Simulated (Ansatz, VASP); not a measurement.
# Two plane-wave programs on Tl

INCAR

```
ALGO = Normal ; EDIFF = 1E-7
EDIFFG = -0.01 ; ENCUT = 600
GGA = RP ; IBRION = 2
ISIF = 3 ; ISMEAR = -1
LASPH = T ; LCHARG = F
LREAL = F ; LWAVE = F
NELM = 100 ; NSW = 80
PREC = Accurate ; SIGMA = 0.1
```

The input KPOINTS:

```
k-points
0
Gamma
  10 10 10
```

The input POSCAR:

```
Tl
1.0
    3.1168762379      0.0000000000      0.0000000000
    0.0000000000      3.1168762379      0.0000000000
    0.0000000000      0.0000000000      3.1168762379
Tl
1
Direct
    0.0000000000      0.0000000000      0.0000000000
```

Input for Ansatz:

```yaml
crystal:
  lattice:
    - [3.1168762379, 0.0, 0.0]
    - [0.0, 3.1168762379, 0.0]
    - [0.0, 0.0, 3.1168762379]
  atoms:
    - { symbol: Tl, position: [0.0, 0.0, 0.0] }
hamiltonian:
  xc: rpbe
  pseudopotentials:
    kind: paw
    azcp:
      Tl: "pseudopotentials/Tl.paw.azcp"
basis:
  ecutwfc: 420
  fft_grid_basis: typed
kpoints:
  mp_grid: { grid: [10, 10, 10], shift: [0, 0, 0] }
magnetization:
  spin_polarized: false
scf:
  occupations: { method: fermi_dirac, width: 0.1 }
relax:
  max_steps: 60
  f_tol: 0.01
  cell: {}
output:
  write_density: true
  write_potential: true
  elf: true
  volumetric_format: npy
```

Alike in both runs: task relaxation of cell and atoms; functional RPBE; k mesh 10 × 10 × 10; occupations fermi-dirac, width 0.1 eV; no spin polarisation.

|  | VASP | Ansatz |
| --- | --- | --- |
| version | VASP 6.6.1 | Ansatz 0.2.0 |
| potentials or method | VASP PAW PBE potentials, release 64 (Tl_d), cutoff 600 eV | plane waves (420 eV) with PAW, scalar-relativistic |
| valence electrons in the cell | 13 | 13 |

|  | VASP | Ansatz | Ansatz less VASP |
| --- | --- | --- | --- |
| relaxed volume (Å³/atom) | 37.07 | 37.14 | +0.068 |
| relaxed cell length with the largest relative difference (Å) | 3.334 | 3.336 | +0.0020 |

VASP's potentials were made for PBE, not for RPBE.

Spin-orbit coupling is off throughout. Noted on VASP's run: the volume moved by over 15 % at a fixed basis, so the end points are rough.
